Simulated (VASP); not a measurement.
Set up this calculation in VASP 6.6.1, as the native input.

```yaml
Task: single point
Functional: PBEsol
Potentials_or_basis: VASP PAW PBE potentials, release 64 (W_sv)
Cutoff: 520 eV
k_mesh: 24 × 24 × 24
Occupations: gaussian, width 0.1 eV
Spin: no spin polarisation
Dipole_correction: no
Further_INCAR_settings: ALGO = Fast; EDIFF = 1e-06; NBANDS = 13
```

The structure of W lies in POSCAR:

```
W
1.0
   -1.5770768016      1.5770768016      1.5770768016
    1.5770768016     -1.5770768016      1.5770768016
    1.5770768016      1.5770768016     -1.5770768016
W
1
Direct
    0.0000000000      0.0000000000      0.0000000000
```

These files were run (other wordings do the same):

INCAR

```
PREC     = Accurate       # precision mode
ENCUT    = 520            # plane-wave cutoff, eV
EDIFF    = 1E-6           # SCF threshold, eV
ISMEAR   = 0              # smearing method
SIGMA    = 0.1            # smearing width, eV
LREAL    = False          # projectors in reciprocal space
LASPH    = True           # aspherical terms in the spheres
NELM     = 100            # most SCF steps
ALGO     = Fast           # electronic algorithm
ISIF     = 2              # what is computed and relaxed
LWAVE    = False          # write WAVECAR
LCHARG   = False          # write CHGCAR
GGA      = PS             # functional
NBANDS   = 13             # bands
```

KPOINTS

```
Automatic mesh
0
Gamma
  24 24 24
```

Potentials or basis: VASP PAW PBE potentials, release 64 (W_sv).

Run with:

```console
$ cat potpaw_PBE.64/W_sv/POTCAR > POTCAR
$ mpirun -np 1 vasp_std > vasp.out
```

Results of the run:

```
Pressure               : 0.6 GPa
Band gap on the k mesh : zero (bands 7 and 8 overlap by 6.50 eV)
```

Caveat: the PAW data sets were made with another functional, which shifts forces and pressure a little; spin-orbit coupling is left out, which moves the levels of the heavy elements.

Wall time 49 s on 1 thread of Intel(R) Xeon(R) Platinum 8259CL CPU @ 2.50GHz (Skylake/Cascade Lake) (shared host), peak memory 0.19 GiB.
